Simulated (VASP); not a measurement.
Wanted: the native input for a VASP 6.6.1 run.

| Item | Value |
| --- | --- |
| Task | single point |
| Functional | HSE06 |
| Potentials or basis | VASP PAW PBE potentials, release 64 (Ga_d, P) |
| Cutoff | 520 eV |
| k mesh | 4 × 4 × 4 |
| Occupations | fermi-dirac, width 0.02 eV |
| Spin | no spin polarisation |
| Dipole correction | no |
| Grid for exact exchange (PRECFOCK) | Normal |
| Further INCAR settings | ALGO = Normal; EDIFF = 1e-07; NBANDS = 16 |
| Screening parameter | 0.2079 1/Å |

Crystal: GaP.

```xyz
2
Lattice="0.0000 2.5585 2.5585 2.5585 0.0000 2.5585 2.5585 2.5585 0.0000" Properties=species:S:1:pos:R:3 pbc="T T T"
Ga    0.0000    0.0000    0.0000
P     2.5585    2.5585    2.5585
```

These files were run (other wordings do the same):

POSCAR

```
GaP
1.0
    0.0000000000      2.5585353464      2.5585353464
    2.5585353464      0.0000000000      2.5585353464
    2.5585353464      2.5585353464      0.0000000000
Ga P
1 1
Direct
    0.0000000000      0.0000000000      0.0000000000
    0.5000000000      0.5000000000      0.5000000000
```

INCAR.step1

```
SYSTEM = GaP
  PREC = Accurate
  ENCUT = 520
  EDIFF = 1E-5
  ISMEAR = -1
  SIGMA = 0.02
  LREAL = .False.
  LASPH = .True.
  NELM = 80
  ALGO = Normal
  ISIF = 2
  LWAVE = .True.
  LCHARG = .False.
  NBANDS = 16
  GGA = PE
```

INCAR.step2

```
SYSTEM = GaP
  PREC = Accurate
  ENCUT = 520
  EDIFF = 1E-7
  ISMEAR = -1
  SIGMA = 0.02
  LREAL = .False.
  LASPH = .True.
  NELM = 80
  ALGO = Normal
  ISIF = 2
  LWAVE = .False.
  LCHARG = .False.
  GGA = PE
  LHFCALC = .True.
  HFSCREEN = 0.2079
  PRECFOCK = Normal
  NBANDS = 16
  ISTART = 1
```

KPOINTS

```
Automatic mesh
0
Gamma
  4 4 4
  0 0 0
```

Potentials or basis: VASP PAW PBE potentials, release 64 (Ga_d, P).

Launch:

```sh
$ cat potpaw_PBE.64/Ga_d/POTCAR potpaw_PBE.64/P/POTCAR > POTCAR
$ cp INCAR.step1 INCAR
$ mpirun -np 1 vasp_std > vasp.out
$ cp INCAR.step2 INCAR
$ mpirun -np 1 vasp_std > vasp.out
```

It gave:

```
Pressure               : 0.5 GPa
Band gap on the k mesh : zero (band 9 reaches 6.75 eV, above the bottom of band 10 at 3.43 eV)
```

Caveat: the k points lie up to 0.53 Å⁻¹ apart; the PAW data sets were made with another functional, which shifts forces and pressure a little.

Run time: 19 min on 1 thread of Intel(R) Xeon(R) 6975P-C (Granite Rapids), on a shared host, peak memory 0.26 GiB.
